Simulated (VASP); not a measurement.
Crystal: Be3CdS2.

```
Be Cd S
1.0
     0.04624   -0.00889    3.15067
     5.60560   -0.03522    0.08238
    -0.06099    9.71688   -0.02745
Be Cd S
6 2 4
Direct
  0.44426 0.26742 0.25423
  0.48823 0.72283 0.74865
  0.45696 0.51301 0.99606
  0.49255 0.01980 0.50227
  0.50922 0.75720 0.22248
  0.55819 0.20189 0.74003
  0.46683 0.02227 0.00244
  0.49589 0.50465 0.51116
  0.05711 0.52543 0.17351
  0.99132 0.97162 0.66823
  0.98785 0.96322 0.33497
  0.05158 0.53067 0.84597
```

| Item | Value |
| --- | --- |
| Program | VASP 6.6.1 |
| Task | relaxation of cell and atoms |
| Functional | PBE |
| Potentials or basis | VASP PAW PBE potentials, release 64 (Be, Cd, S) |
| Cutoff | 600 eV |
| k mesh | 8 × 4 × 2 |
| Occupations | gaussian, width 0.2 eV |
| Spin | no spin polarisation |

At the start: pressure 3.5 GPa; volume 14.30 Å³/atom.

Task: How do energy, volume and symmetry change on relaxing?

Result: Over 55 steps the energy falls by 418.4 meV/atom and the volume is 16.15 Å³/atom (+13.0 %); space group P1 (No. 1, to 0.1 Å) before, Pnn2 (No. 34, to 0.1 Å).

The path:
```
step  energy change (eV)  largest force (eV/Å)  pressure (GPa)  volume (Å³)
   1              0.0000                2.0419            3.48       171.57
   3             -0.6480                0.7900           -3.72       183.49
   5             -0.9593                0.4664            0.49       171.88
   7             -1.1052                0.6927            0.35       171.23
   9             -1.2929                0.7198           -0.28       172.50
  11             -1.3791                0.6100           -0.68       173.71
  13             -1.5391                0.5288            0.92       170.62
  15             -1.7793                0.8126           -0.80       174.99
  17             -1.9492                0.8162            0.02       174.25
  19             -2.0821                0.5796            0.12       174.23
  21             -2.2039                0.6997           -0.02       175.10
  23             -2.4396                0.8538            0.44       175.84
  25             -2.5002                1.0079            0.86       176.18
  27             -2.8077                1.3987            0.63       179.33
  29             -2.8767                1.8810            0.67       180.87
  31             -3.2590                0.8771           -0.27       186.56
  33             -3.6612                0.9333           -0.16       187.63
  35             -4.1082                1.7578            1.38       187.19
  37             -4.3204                0.9427            0.19       189.44
  39             -4.5542                0.5973           -0.41       191.49
  41             -4.7707                0.5042            0.19       190.50
  43             -4.9064                0.3084            0.06       192.26
  45             -4.9683                0.2075           -0.14       193.74
  47             -5.0056                0.1842            0.08       193.70
  49             -5.0154                0.0977           -0.09       194.18
  51             -5.0186                0.0661            0.06       193.75
  53             -5.0199                0.0402           -0.04       193.97
  55             -5.0203                0.0196            0.00       193.82
```

Final structure:
```
Be Cd S
1.0
     0.00756   -0.53604    3.39764
     5.25906    0.02778   -0.00688
    -0.05681   11.11591   -1.70655
Be Cd S
6 2 4
Direct
  0.37837 0.17430 0.32401
  0.72814 0.82613 0.67625
  0.28615 0.49914 0.99991
  0.28563 0.00033 0.49999
  0.72949 0.67419 0.17587
  0.37539 0.32588 0.82380
  0.50119 0.99950 0.99988
  0.50411 0.50054 0.50009
  0.23617 0.44921 0.18265
  0.23446 0.05081 0.68272
  0.87181 0.94937 0.31732
  0.86909 0.55063 0.81750
```

Caveat: a cell axis changed by over 15 % at a fixed basis, so the end point is rough.
